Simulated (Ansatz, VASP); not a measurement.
MgO: VASP beside Ansatz

```xyz
2
Lattice="0.0000 2.1085 2.1085 2.1085 0.0000 2.1085 2.1085 2.1085 0.0000" Properties=species:S:1:pos:R:3 pbc="T T T"
Mg    0.0000    0.0000    0.0000
O     2.1085    2.1085    2.1085
```

Alike in both runs: task single point; functional PBE; k mesh 4 × 4 × 4; no spin polarisation.

```csv
,VASP,Ansatz
version,VASP 6.6.1,Ansatz 0.2.0
potentials or method,"VASP PAW PBE potentials, release 64 (Mg, O)","plane waves, PAW"
plane-wave cutoff (eV),600,420
occupations,"gaussian, width 0.01 eV",fixed
valence electrons in the cell,8,16
```

Ansatz gave:

| Property | Result |
| --- | --- |
| pressure (GPa) | 4.1 |

Which values does VASP return?

Pressure (GPa): 3.1.

VASP's potentials hold 8 valence electrons a cell and Ansatz's 16, so a difference there can come from the potentials and not from the codes.

The k mesh is coarse, so the values compare programs but aren't converged.
